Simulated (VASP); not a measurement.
Crystal: Ca.

```xyz
2
Lattice="3.9500 0.0000 0.0000 -1.9750 3.4208 0.0000 0.0000 0.0000 6.4504" Properties=species:S:1:pos:R:3 pbc="T T T"
Ca    0.0000    2.2805    1.6126
Ca    1.9750    1.1403    4.8378
```

This isn't the form of Ca at room conditions, which is fcc.

```yaml
Program: VASP 6.6.1
Task: relaxation of cell and atoms
Functional: LDA
Potentials_or_basis: VASP PAW LDA potentials, release 64 (Ca_sv)
Cutoff: 500 eV
k_mesh: 5 × 5 × 3
Occupations: methfessel-paxton, width 0.1 eV
Spin: no spin polarisation
```

At the start: pressure -1.9 GPa; volume 43.58 Å³/atom.

**Question.** Where does the relaxation end?

**Answer.** Over 7 steps the energy falls by 33.8 meV/atom and the volume is 38.51 Å³/atom (-11.6 %); space group P6_3/mmc (No. 194, to 0.1 Å) before and after.

The path:
| step | energy change (eV) | largest force (eV/Å) | pressure (GPa) | volume (Å³) |
| --- | --- | --- | --- | --- |
| 1 | 0.0000 | 0.0000 | -1.94 | 87.16 |
| 2 | -0.0569 | 0.0000 | -0.79 | 80.68 |
| 3 | -0.0659 | 0.0000 | -0.07 | 77.48 |
| 4 | -0.0660 | 0.0000 | 0.02 | 77.15 |
| 5 | -0.0671 | 0.0000 | 0.02 | 77.09 |
| 6 | -0.0675 | 0.0000 | 0.03 | 77.03 |
| 7 | -0.0675 | 0.0000 | 0.02 | 77.02 |

Final structure:
```xyz
2
Lattice="3.7655 0.0000 0.0000 -1.8828 3.2611 0.0000 0.0000 0.0000 6.2721" Properties=species:S:1:pos:R:3 pbc="T T T"
Ca    0.0000    2.1740    1.5680
Ca    1.8828    1.0870    4.7040
```

Caveat: the k points lie up to 0.39 Å⁻¹ apart in the final cell.
